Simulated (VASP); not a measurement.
# InCo2 (I4/mmm) in VASP: single point with PBE

Aim: the single point of InCo2 with PBE.

All numbers are computed with VASP 6.6.1; they aren't measurements. Logs are shortened: lines on timing, memory, paths and dates and some standing lists are left out, and cuts for length are marked.

## Step 1: The cell of the first run

It takes space group I4/mmm (No. 139, tetragonal). Conventional cell: a = 4.689 Å, b = 4.689 Å, c = 4.742 Å, α = 90.00°, β = 90.00°, γ = 90.00°. In (site symmetry 4/mmm) has 8 Co at 2.63 Å within 3.5 Å. Co (site symmetry -4m2) has 2 Co at 2.37 Å and 4 In at 2.63 Å within 3.1 Å.

## Step 2: Single point, PBE, collinear spin, ferromagnetic start

File INCAR:

```
SYSTEM = InCo2
PREC = Accurate ; ENCUT = 520
EDIFF = 1E-6 ; ISMEAR = 0
SIGMA = 0.1 ; LREAL = .FALSE.
LASPH = .TRUE. ; NELM = 150
ALGO = Normal ; ISIF = 2
LWAVE = .FALSE. ; LCHARG = .FALSE.
ISPIN = 2 ; MAGMOM = 0 1.77 1.77
LORBIT = 11 ; LMAXMIX = 4
GGA = PE ; NBANDS = 26
```

File KPOINTS:

```
regular mesh
0
G
  14 14 14
  0 0 0
```

File POSCAR:

```
InCo2
1.0
   -2.3443416303      2.3443416303      2.3709788353
    2.3443416303     -2.3443416303      2.3709788353
    2.3443416303      2.3443416303     -2.3709788353
In Co
1 2
Direct
    0.0000000000      0.0000000000      0.0000000000
    0.7500000000      0.2500000000      0.5000000000
    0.2500000000      0.7500000000      0.5000000000
```

Potentials or basis: VASP PAW PBE potentials, release 64 (In_d, Co).

Command:

```
$ cat potpaw_PBE.64/In_d/POTCAR potpaw_PBE.64/Co/POTCAR > POTCAR
$ mpirun -np 1 vasp_std > vasp.out
```

OUTCAR:

```text
SYSTEM = InCo2
   PREC = Accurate
   ENCUT = 520
   EDIFF = 1E-6
   ISMEAR = 0
   LREAL = .FALSE.
   LASPH = .TRUE.
   NELM = 150
   ISIF = 2
   ISPIN = 2
   LORBIT = 11
   GGA = PE

 ion  position               nearest neighbor table
   1  0.000  0.000  0.000-   2 2.63   3 2.63   2 2.63   3 2.63   2 2.63   3 2.63   2 2.63   3 2.63

   2  0.750  0.250  0.500-   3 2.37   3 2.37   1 2.63   1 2.63   1 2.63   1 2.63
   3  0.250  0.750  0.500-   2 2.37   2 2.37   1 2.63   1 2.63   1 2.63   1 2.63

  LATTYP: Found a body centered tetragonal cell.
 ALAT       =     4.6886832606
 C/A-ratio  =     1.0113623393

  Lattice vectors:

 A1 = (  -2.3443416303,   2.3443416303,   2.3709788353)
 A2 = (   2.3443416303,  -2.3443416303,   2.3709788353)
 A3 = (   2.3443416303,   2.3443416303,  -2.3709788353)

Analysis of symmetry for initial positions (statically):
=====================================================================
 Subroutine PRICEL returns:
 Original cell was already a primitive cell.

 Routine SETGRP: Setting up the symmetry group for a
 body centered tetragonal supercell.

 Subroutine GETGRP returns: Found 16 space group operations
 (whereof 16 operations were pure point group operations)
 out of a pool of 16 trial point group operations.

The static configuration has the point symmetry D_4h.

Analysis of symmetry for dynamics (positions and initial velocities):
=====================================================================
 Subroutine PRICEL returns:
 Original cell was already a primitive cell.

 Routine SETGRP: Setting up the symmetry group for a
 body centered tetragonal supercell.

 Subroutine GETGRP returns: Found 16 space group operations
 (whereof 16 operations were pure point group operations)
 out of a pool of 16 trial point group operations.

The dynamic configuration has the point symmetry D_4h.

Analysis of structural, dynamic, and magnetic symmetry:
=====================================================================
 Subroutine PRICEL returns:
 Original cell was already a primitive cell.

 Routine SETGRP: Setting up the symmetry group for a
 body centered tetragonal supercell.

 Subroutine GETGRP returns: Found 16 space group operations
 (whereof 16 operations were pure point group operations)
 out of a pool of 16 trial point group operations.

The overall configuration has the point symmetry D_4h.

 Subroutine INISYM returns: Found 16 space group operations
 (whereof 16 operations are pure point group operations),
 and found     1 'primitive' translations

----------------------------------------------------------------------------------------

                                     Primitive cell

  volume of cell :      52.1230

  direct lattice vectors                    reciprocal lattice vectors
    -2.344341630  2.344341630  2.370978835     0.000000000  0.213279495  0.210883367
     2.344341630 -2.344341630  2.370978835     0.213279495  0.000000000  0.210883367
     2.344341630  2.344341630 -2.370978835     0.213279495  0.213279495  0.000000000

  length of vectors
     4.075955838  4.075955838  4.075955838     0.299933222  0.299933222  0.301622755

  position of ions in fractional coordinates (direct lattice)
     0.000000000  0.000000000  0.000000000
     0.750000000  0.250000000  0.500000000
     0.250000000  0.750000000  0.500000000

  ion indices of the primitive-cell ions
   primitive index   ion index
                 1           1
                 2           2
                 3           3

----------------------------------------------------------------------------------------

 KPOINTS: regular mesh

Automatic generation of k-mesh.
 Grid dimensions read from file:
 generate k-points for:   14   14   14

 Generating k-lattice:

  Cartesian coordinates                     Fractional coordinates (reciprocal lattice)
     0.000000000  0.015234250  0.015063098     0.071428571  0.000000000  0.000000000
     0.015234250  0.000000000  0.015063098     0.000000000  0.071428571  0.000000000
     0.015234250  0.015234250  0.000000000     0.000000000  0.000000000  0.071428571

  Length of vectors
     0.021423802  0.021423802  0.021544482

  Shift w.r.t. Gamma in fractional coordinates (k-lattice)
     0.000000000  0.000000000  0.000000000

 Subroutine IBZKPT returns following result:
 ===========================================

 Found    244 irreducible k-points:

 Following reciprocal coordinates:
            Coordinates               Weight
  0.000000  0.000000  0.000000      1.000000
  0.071429  0.000000 -0.000000      8.000000
  0.142857  0.000000 -0.000000      8.000000
  0.214286 -0.000000  0.000000      8.000000
  0.285714  0.000000  0.000000      8.000000
  0.357143  0.000000  0.000000      8.000000
[... 16 lines left out ...]
  0.214286  0.142857  0.000000     16.000000
  0.285714  0.142857  0.000000     16.000000
 [... further k-points ...]
   k-points           NKPTS =    244   k-points in BZ     NKDIM =    244   number of bands    NBANDS=     26
   number of dos      NEDOS =    301   number of ions     NIONS =      3
   total plane-waves  NPLWV =  27000
   dimension x,y,z NGX =    30 NGY =   30 NGZ =   30
   dimension x,y,z NGXF=    60 NGYF=   60 NGZF=   60
   ions per type =               1   2
   NGX,Y,Z   is equivalent  to a cutoff of  12.24, 12.24, 12.24 a.u.
   NGXF,Y,Z  is equivalent  to a cutoff of  24.47, 24.47, 24.47 a.u.
 SYSTEM =  InCo2
   PREC   = accura    normal or accurate (medium, high low for compatibility)
   ISTART =      0    job   : 0-new  1-cont  2-samecut
   ICHARG =      2    charge: 1-file 2-atom 10-const
   ISPIN  =      2    spin polarized calculation?
   LNONCOLLINEAR =      F non collinear calculations
   LSORBIT =      F    spin-orbit coupling
   LASPH  =      T    aspherical Exc in radial PAW
   ENCUT  =  520.0 eV  38.22 Ry    6.18 a.u.   7.58  7.58  7.58*2*pi/ulx,y,z
   NELM   =    150;   NELMIN=  2; NELMDL= -5     # of ELM steps
   EDIFF  = 0.1E-05   stopping-criterion for ELM
   LREAL  =      F    real-space projection
   EDIFFG = 0.1E-04   stopping-criterion for IOM
   NSW    =      0    number of steps for IOM
   IBRION =     -1    ionic relax: 0-MD 1-quasi-New 2-CG
   NFREE  =      0    steps in history (QN), initial steepest desc. (CG)
   ISIF   =      2    stress and relaxation
   ISYM   =      2    0-nonsym 1-usesym 2-fastsym
   POTIM  = 0.5000    time-step for ionic-motion
   TEBEG  =    0.0;   TEEND  =   0.0 temperature during run
   PSTRESS=    0.0 pullay stress
   NELECT =      31.0000    total number of electrons
   NUPDOWN=      -1.0000    fix difference up-down
   EMIN   =  10.00;   EMAX   =-10.00  energy-range for DOS
   EFERMI =   0.00;   METHOD = LEGACY
   ISMEAR =     0;   SIGMA  =   0.10  broadening in eV -4-tet -1-fermi 0-gaus
   EFERMI_NEDOS =   21; number of points for ismear=-14 and -15
   IALGO  =     38    algorithm
   IMIX   =      4    mixing-type and parameters
     AMIX     =   0.40;   BMIX     =  1.00
     AMIX_MAG =   1.60;   BMIX_MAG =  1.00
  volume/ion in A,a.u.               =      17.37       117.25
  Fermi-wavevector in a.u.,A,eV,Ry     =   1.376741  2.601663 25.788697  1.895416
  Thomas-Fermi vector in A             =   2.501958
   LORBIT       =     11    0 simple, 1 ext, 2 COOP (PROOUT), +10 PAW based schemes
   GGA     = PE    functional components
   LHFCALC =     F    Hartree Fock is set to
   AEXX    =    0.0000 exact exchange contribution
   IVDW    =     0    specifies the selected vdW correction
   LEPSILON=     F    determine dielectric tensor
   LRPA    =     F    only Hartree local field effects (RPA)
 spin polarized calculation
 Gauss-broadening in eV      SIGMA  =   0.10
  energy-cutoff  :      520.00
  volume of cell :       52.12
 maximum number of plane-waves:      1435
   NGX = 15   NGY = 15   NGZ = 15

 number of electron      30.9999986 magnetization       2.9885593

 Free energy of the ion-electron system (eV)
  ---------------------------------------------------
  ext. energy  EPLUGINS =         0.00000000
  ---------------------------------------------------
  free energy    TOTEN  =       -14.55556784 eV

  energy without entropy =      -14.53785604  energy(sigma->0) =      -14.54671194

 E-fermi :   7.3691     XC(G=0): -11.1893

 val. band max:        7.3690056703   @ k =  -0.3571   0.5000   0.2857
 cond. band min:       7.3711067667   @ k =  -0.3571   0.5000   0.0714
 fundamental gap:      0.0021010964
 Fermi energy:         7.3691265550

 spin component 1

 k-point     1 :       0.0000    0.0000    0.0000
  band No.  band energies     occupation
      1      -6.7498      1.00000
      2      -6.7245      1.00000
      3      -6.7245      1.00000
      4      -6.6459      1.00000
      5      -6.6219      1.00000
      6      -1.3033      1.00000
[... 18 lines left out ...]
     25      16.3254      0.00000
     26      16.7241      0.00000
[... 644 lines left out ...]
      4      -6.6283      1.00000
      5      -6.5879      1.00000
      6       0.4890      1.00000
[... 18 lines left out ...]
     25      19.4996      0.00000
     26      20.7417      0.00000

 [... further k-points ...]

 spin component 2

 k-point     1 :       0.0000    0.0000    0.0000
  band No.  band energies     occupation
      1      -6.7617      1.00000
      2      -6.7395      1.00000
      3      -6.7395      1.00000
      4      -6.6674      1.00000
      5      -6.6380      1.00000
      6      -1.2874      1.00000
[... 18 lines left out ...]
     25      16.6703      0.00000
     26      17.3177      0.00000
[... 644 lines left out ...]
      4      -6.6443      1.00000
      5      -6.6094      1.00000
      6       0.5196      1.00000
[... 18 lines left out ...]
     25      19.6552      0.00000
     26      20.9104      0.00000

 [... further k-points ...]
[... 5 lines left out ...]
  --------------------------------------------------------------------------------------
  -------------------------------------------------------------------------------------
  Total       -0.0203009     -0.0203009     -0.0782478      0.0000000      0.0000000      0.0000000
  in kB       -0.6240176     -0.6240176     -2.4052103      0.0000000      0.0000000      0.0000000
  external PRESSURE =      -1.2177485 kB  Pullay stress =       0.0000000 kB

 VOLUME and BASIS-vectors are now :
 -----------------------------------------------------------------------------
  energy-cutoff  :      520.00
  volume of cell :       52.12
      direct lattice vectors                 reciprocal lattice vectors
    -2.344341630  2.344341630  2.370978835     0.000000000  0.213279495  0.210883367
     2.344341630 -2.344341630  2.370978835     0.213279495  0.000000000  0.210883367
     2.344341630  2.344341630 -2.370978835     0.213279495  0.213279495  0.000000000

 POSITION                                       TOTAL-FORCE (eV/Angst)
 -----------------------------------------------------------------------------------
      0.00000      0.00000      0.00000         0.000000     -0.000000      0.000000
      0.00000      2.34434      1.18549        -0.000000      0.000000     -0.000000
      2.34434      0.00000      1.18549         0.000000     -0.000000      0.000000
 -----------------------------------------------------------------------------------
    total drift:                                0.000000     -0.000000      0.000000

  FREE ENERGIE OF THE ION-ELECTRON SYSTEM (eV)
  ---------------------------------------------------
  free  energy   TOTEN  =       -14.5555678429 eV

  energy  without entropy=      -14.5378560399  energy(sigma->0) =      -14.54671194

 total charge

# of ion       s       p       d       tot
------------------------------------------
    1        0.906   0.821   9.884  11.611
    2        0.429   0.323   7.326   8.078
    3        0.429   0.323   7.326   8.078
--------------------------------------------------
tot          1.764   1.467  24.536  27.767

 magnetization (x)

# of ion       s       p       d       tot
------------------------------------------
    1       -0.004  -0.066  -0.001  -0.071
    2        0.021   0.000   1.531   1.552
    3        0.021   0.000   1.531   1.552
--------------------------------------------------
tot          0.038  -0.066   3.061   3.033
```

Run time: 15 min. Hardware: 1 thread of Oxide Virtual Turin-like, shared host; peak memory 0.53 GiB.

Results:

```yaml
Free_energy: -14.5556 eV
Pressure: -0.1 GPa
Band_gap_on_the_k_mesh: zero (filled and empty bands overlap)
Net_moment: 2.99 μB per cell
Site_moments: In -0.07; Co +1.55 μB
Valence_electrons_inside_the_program's_atomic_spheres: In 11.61; Co 8.08
```

Caveat: spin-orbit coupling is left out, which moves the levels of the heavy elements.
